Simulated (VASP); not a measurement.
Wanted: the native input for a VASP 6.6.1 run.

- Task: single point
- Functional: PBEsol
- Potentials or basis: VASP PAW PBE potentials, release 64 (Ag, Cl)
- Cutoff: 500 eV
- k mesh: 4 × 4 × 4
- Occupations: gaussian, width 0.01 eV
- Spin: no spin polarisation
- Dipole correction: no
- Further INCAR settings: ALGO = Normal; EDIFF = 1e-06; NBANDS = 16

The structure of AgCl lies in POSCAR:

```
AgCl
1.0
    0.0000000000      2.7350000000      2.7350000000
    2.7350000000      0.0000000000      2.7350000000
    2.7350000000      2.7350000000      0.0000000000
Ag Cl
1 1
Direct
    0.0000000000      0.0000000000      0.0000000000
    0.5000000000      0.5000000000      0.5000000000
```

These files were run (other wordings do the same):

INCAR

```
SYSTEM = AgCl
  ALGO = Normal
  EDIFF = 1E-6
  ENCUT = 500
  GGA = PS
  GGA_COMPAT = .FALSE.
  ISIF = 2
  ISMEAR = 0
  LASPH = .TRUE.
  LCHARG = .FALSE.
  LREAL = .FALSE.
  LWAVE = .FALSE.
  NBANDS = 16
  NELM = 120
  PREC = Accurate
  SIGMA = 0.01
```

KPOINTS

```
k-points
0
G
  4 4 4
  0 0 0
```

Potentials or basis: VASP PAW PBE potentials, release 64 (Ag, Cl).

The run is started by

```bash
$ cat potpaw_PBE.64/Ag/POTCAR potpaw_PBE.64/Cl/POTCAR > POTCAR
$ mpirun -np 1 vasp_std > vasp.out
```

Results of the run:

```
Pressure               : -0.6 GPa
Band gap on the k mesh : 0.72 eV (least direct gap 3.22 eV)
```

Caveat: the k points lie up to 0.50 Å⁻¹ apart; semilocal functionals underestimate gaps, and a narrow one can read as zero; the PAW data sets were made with another functional, which shifts forces and pressure a little.

It took 7.9 s on 1 thread of AMD EPYC 7R43 64-Core Processor (Zen 3) (shared host), peak memory 0.12 GiB.
